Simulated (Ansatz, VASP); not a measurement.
# Sc2As3Se3: VASP beside Ansatz

```
Sc As Se
1.0
     2.89098    1.66911    6.71530
    -2.89098    1.66911    6.71530
     0.00000   -3.33822    6.71530
Sc As Se
2 3 3
Cartesian
  0.0000 0.0000 14.9765
  0.0000 0.0000 5.1694
  0.0000 1.6691 6.7153
  -1.4455 -0.8346 6.7153
  1.4455 -0.8346 6.7153
  0.0000 0.0000 10.0730
  0.0000 0.0000 1.8635
  0.0000 0.0000 18.2824
```

Change from the starting cell: species swapped into the K3Cu3P2 type (R-3m, No. 166).

Alike in both runs: task relaxation of cell and atoms; functional PBE; k mesh 4 × 4 × 4; occupations gaussian, width 0.2 eV; no spin polarisation.

|  | VASP | Ansatz |
| --- | --- | --- |
| version | VASP 6.6.1 | Ansatz 0.2.0 |
| potentials or method | VASP PAW PBE potentials, release 64 (Sc_sv, As, Se), cutoff 600 eV | scalar-relativistic, plane waves, PAW |
| valence electrons in the cell | 55 | 115 |

VASP gave:

* gap on the k mesh at the Fermi level, each at its own relaxed structure (eV): none
* relaxed volume (Å³/atom): 21.81
* relaxed length of the cell vector where the two differ most in proportion (Å): 8.293

**Question.** What did Ansatz give for the same quantities?

**Answer.** gap on the k mesh at the Fermi level, each at its own relaxed structure (eV): none; relaxed volume (Å³/atom): 21.66; relaxed length of the cell vector where the two differ most in proportion (Å): 8.195.

A gap of «none» marks a metal or a gap that the smearing closes. VASP's potentials hold 55 valence electrons a cell and Ansatz's 115, so a difference there can come from the potentials and not from the codes.
